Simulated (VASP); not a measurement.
## LuBeSi4: relaxation of cell and atoms with PBE

Crystal: LuBeSi4.

```xyz
6
Lattice="3.6457 0.0000 0.0000 0.0000 3.6457 0.0000 0.0000 0.0000 7.4124" Properties=species:S:1:pos:R:3 pbc="T T T"
Lu    0.0000    0.0000    3.7062
Be    1.8229    1.8229    0.0000
Si    0.0000    1.8229    5.9350
Si    1.8229    0.0000    5.9350
Si    0.0000    1.8229    1.4774
Si    1.8229    0.0000    1.4774
```

The cell was generated, and may not be a known phase.

```json
{"Program": "VASP 6.6.1", "Task": "relaxation of cell and atoms", "Functional": "PBE", "Potentials or basis": "VASP PAW PBE potentials, release 64 (Lu, Be, Si)", "Cutoff": "600 eV", "k mesh": "10 × 10 × 6", "Occupations": "gaussian, width 0.1 eV", "Spin": "no spin polarisation", "Dipole correction": "no", "Further INCAR settings": "ALGO = Normal; EDIFF = 1e-07; IBRION = 2; EDIFFG = -0.01; NSW = 100; ISIF = 3"}
```

```yaml
Relaxed_volume: 16.47 Å³/atom
Relaxed_cell: a = 3.663 Å, b = 3.663 Å, c = 7.365 Å, α = 90.00°, β = 90.00°, γ = 90.00°
Space_group_after_relaxing_to_0.1_Å: P4/mmm (No. 123)
Energy_gained_by_relaxing: 0.3 meV/atom
Ionic_steps: 8
Pressure_after_relaxing: 0.0 GPa
Band_gap_on_the_k_mesh: zero (an odd number of electrons rules out a gap without spin polarisation)
```

The path:
```tsv
step	energy change (eV)	largest force (eV/Å)	pressure (GPa)	volume (Å³)
1	0.0000	0.0064	0.25	98.52
2	-0.0012	0.0075	-0.09	98.89
3	-0.0013	0.0135	-0.23	99.05
4	-0.0017	0.0207	-0.04	98.85
5	-0.0017	0.0240	0.04	98.76
6	-0.0017	0.0227	0.02	98.80
7	-0.0018	0.0153	0.01	98.80
8	-0.0019	0.0004	0.02	98.80
```

Final structure:
```yaml
crystal:
  lattice:
    - [3.66269, 0.00000, 0.00000]
    - [0.00000, 3.66269, 0.00000]
    - [0.00000, 0.00000, 7.36505]
  atoms:
    - { symbol: Lu, position: [0.00000, 0.00000, 0.50000] }
    - { symbol: Be, position: [0.50000, 0.50000, 0.00000] }
    - { symbol: Si, position: [0.00000, 0.50000, 0.80129] }
    - { symbol: Si, position: [0.50000, 0.00000, 0.80129] }
    - { symbol: Si, position: [0.00000, 0.50000, 0.19871] }
    - { symbol: Si, position: [0.50000, 0.00000, 0.19871] }
```

Levels at points of the mesh, in eV from the Fermi level:
| k point | band 20 | band 21 | band 22 | band 23 | band 24 | band 25 |
| --- | --- | --- | --- | --- | --- | --- |
| (0.00, 0.00, 0.00) | -1.37 | -0.86 | -0.59 | -0.58 | 1.45 | 2.11 |
| (0.50, 0.00, 0.00) | -0.40 | -0.16 | 0.00 | 0.75 | 1.06 | 1.64 |
| (0.50, 0.50, 0.00) | -2.25 | -2.25 | -1.05 | 0.75 | 0.75 | 0.91 |
| (0.00, 0.00, 0.50) | -1.60 | -1.60 | -0.10 | 1.24 | 1.65 | 1.65 |
| (0.50, 0.00, 0.50) | -1.15 | -0.72 | 0.27 | 0.96 | 0.97 | 1.46 |
| (0.50, 0.50, 0.50) | -2.87 | -2.87 | -0.05 | 1.32 | 1.32 | 1.40 |

Run time: 14 min on 1 thread of Intel(R) Xeon(R) Platinum 8488C (Sapphire Rapids), with other jobs on the host, peak memory 0.43 GiB.

Caveat: spin-orbit coupling is left out, which moves the levels of the heavy elements; an odd number of electrons without spin polarisation forces a metal; a magnetic or distorted state may lie lower.
